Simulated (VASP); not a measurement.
Write the native input for VASP 6.6.1 that does the following.

| Property | Result |
| --- | --- |
| Task | single point |
| Functional | PBE |
| Potentials or basis | VASP PAW PBE potentials, release 64 (Sr_sv, Ca_sv, B) |
| Cutoff | 520 eV |
| k mesh | 1 × 1 × 1 |
| Occupations | fermi-dirac, width 0.05 eV |
| Spin | no spin polarisation |
| Dipole correction | no |
| Further INCAR settings | LREAL = Auto; ALGO = Normal; EDIFF = 1e-07; NBANDS = 96 |

The structure of Sr4Ca12B (a cell with a defect) lies in POSCAR:

```
Sr4Ca12B
1.0
    9.0357520000      0.0000000000      0.0000000000
    0.0000000000      9.0357520000      0.0000000000
    0.0000000000      0.0000000000      9.0357520000
Sr Ca B
4 12 1
Direct
   -0.0135904571      0.0457515877      0.0043272547
    0.5763881080      0.4742162025     -0.0224663094
    0.5260547213      0.0205295586      0.4615664529
    0.0772486894      0.5492514624      0.4585229874
    0.2862296353      0.2798992270      0.2061477562
    0.7983065494      0.7538498179      0.6975401715
    0.5033781361      0.5526269424      0.4967267805
    0.7969010216      0.7604126364      0.2042552739
    0.2612400163      0.2673933503      0.7272997311
    0.0462274750      0.0302797155      0.4384361147
    0.7864979030      0.2657775468      0.6836177000
    0.3366183578      0.7752426140      0.1314445107
    0.0535539267      0.4719806387      0.0509752813
    0.2309270994      0.7584426841      0.7641976008
    0.7751319425      0.3223085361      0.2900810027
    0.5730126281      0.0133912485     -0.0290623293
    0.2611182777      0.8080013706      0.4660265133
```

The input as run:

INCAR

```
SYSTEM = Sr4Ca12B
  PREC = Accurate
  ENCUT = 520
  EDIFF = 1E-7
  ISMEAR = -1
  SIGMA = 0.05
  LREAL = Auto
  LASPH = .TRUE.
  NELM = 80
  ALGO = Normal
  ISIF = 2
  LWAVE = .FALSE.
  LCHARG = .FALSE.
  GGA = PE
  NBANDS = 96
```

KPOINTS

```
regular mesh
0
G
  1 1 1
  0 0 0
```

Potentials or basis: VASP PAW PBE potentials, release 64 (Sr_sv, Ca_sv, B).

Run with:

```sh
$ cat potpaw_PBE.64/Sr_sv/POTCAR potpaw_PBE.64/Ca_sv/POTCAR potpaw_PBE.64/B/POTCAR > POTCAR
$ mpirun -np 1 vasp_gam > vasp.out
```

It gave:

```
Pressure               : 0.0 GPa
Largest force          : 1.723 eV/Å
Band gap on the k mesh : zero (an odd number of electrons rules out a gap without spin polarisation)
```

Caveat: the k points lie up to 0.70 Å⁻¹ apart, too coarse for converged energies and pressures of a metal.

Run time: 2.2 min on 1 thread of Intel(R) Xeon(R) Platinum 8375C CPU @ 2.90GHz (Ice Lake), on a shared host, peak memory 0.69 GiB.
